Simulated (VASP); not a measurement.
Al3Co2Ru, 6 atoms in the cell. Symmetry: P-3m1, No. 164, trigonal system. Conventional cell: a = 4.026 Å, b = 4.026 Å, c = 4.944 Å, α = 90.00°, β = 90.00°, γ = 120.00°. Al (site symmetry 3m) has 5 Co at 2.41 to 2.53 Å and 3 Ru at 2.48 Å and 6 Al at 2.83 to 2.90 Å within 3.2 Å. Al (site symmetry -3m) has 6 Co at 2.46 Å and 2 Ru at 2.47 Å and 6 Al at 2.83 Å within 3.2 Å. Co (site symmetry 3m) has 8 Al at 2.41 to 2.53 Å and 3 Co at 2.83 Å and 3 Ru at 2.86 Å within 3.2 Å. Ru (site symmetry -3m) has 8 Al at 2.47 to 2.48 Å and 6 Co at 2.86 Å within 3.3 Å.  This cell differs from its parent crystal: volume scaled by 0.94.

```yaml
Program: VASP 6.6.1
Task: relaxation of shape and atoms at fixed volume
Functional: PBE
Potentials_or_basis: VASP PAW PBE potentials, release 64 (Al, Co, Ru_pv)
Cutoff: 600 eV
k_mesh: 12 × 12 × 8
Occupations: gaussian, width 0.1 eV
Spin: no spin polarisation
Dipole_correction: no
Further_INCAR_settings: ALGO = Fast; EDIFF = 1e-06; IBRION = 2; EDIFFG = -0.01; NSW = 50; ISIF = 4
```

Potentials or basis: VASP PAW PBE potentials, release 64 (Al, Co, Ru_pv).

Launch:

```console
$ cat potpaw_PBE.64/Al/POTCAR potpaw_PBE.64/Co/POTCAR potpaw_PBE.64/Ru_pv/POTCAR > POTCAR
$ mpirun -np 1 vasp_std > vasp.out
```

Hardware: 1 thread of Intel(R) Xeon(R) Platinum 8259CL CPU @ 2.50GHz (Skylake/Cascade Lake), with other jobs on the host.

Question: How long does it take, and how much memory?

Answer: Wall time 10 min on 1 thread of Intel(R) Xeon(R) Platinum 8259CL CPU @ 2.50GHz (Skylake/Cascade Lake), on a shared host, peak memory 0.41 GiB. Counts: scf iterations 32, k points 131, ion steps 4.
